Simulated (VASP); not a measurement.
Runs of VASP 6.6.1 on Ca2C. The structure is that of space group Fm-3m (No. 225), or close to it. The cells are those of the table. 

```tsv
level	cell	k mesh	gap on the mesh (eV)	pressure (GPa)
PBE	a = 4.424 Å, angles 60.0°, 3 atoms	8 × 8 × 8	(a)	0.9
r2SCAN	a = 4.424 Å, angles 60.0°, 3 atoms	8 × 8 × 8	0.40	0.4
r2SCAN	a = 4.424 Å, angles 60.0°, 3 atoms	6 × 6 × 6	0.40	0.4
PBE	a = 4.443 Å, angles 60.0°, 3 atoms	6 × 6 × 6	0.22	0.2
PBE	a = 4.398 Å, angles 60.0°, 3 atoms	6 × 6 × 6	(c)	2.0
r2SCAN	a = 4.380 Å, angles 60.0°, 3 atoms	6 × 6 × 6	0.36	2.3
PBE	a = 4.352 Å, angles 60.0°, 3 atoms	6 × 6 × 6	0.15	4.0
PBE	a = 4.530 Å, angles 60.0°, 3 atoms	6 × 6 × 6	0.28	(b)
r2SCAN	a = 4.511 Å, angles 60.0°, 3 atoms	6 × 6 × 6	0.47	-2.7
r2SCAN	a = 4.468 Å, angles 60.0°, 3 atoms	6 × 6 × 6	0.43	-1.3
PBE	a = 4.487 Å, angles 60.0°, 3 atoms	6 × 6 × 6	0.25	-1.3
r2SCAN	a = 4.334 Å, angles 60.0°, 3 atoms	6 × 6 × 6	0.33	4.5
```

Alike in all rows: task single point; potentials or basis VASP PAW PBE potentials, release 64 (C, Ca_sv); no spin polarisation; cutoff (eV) 520; smearing gaussian 0.01 eV.

Estimate the missing entries.

(a) 0.20; (b) -2.6; (c) 0.18.

Caveats: the PAW data sets were made with another functional, which shifts forces and pressure a little (at least some runs); the cell stands under pressure (at least some runs).

A k mesh can miss the band edges.
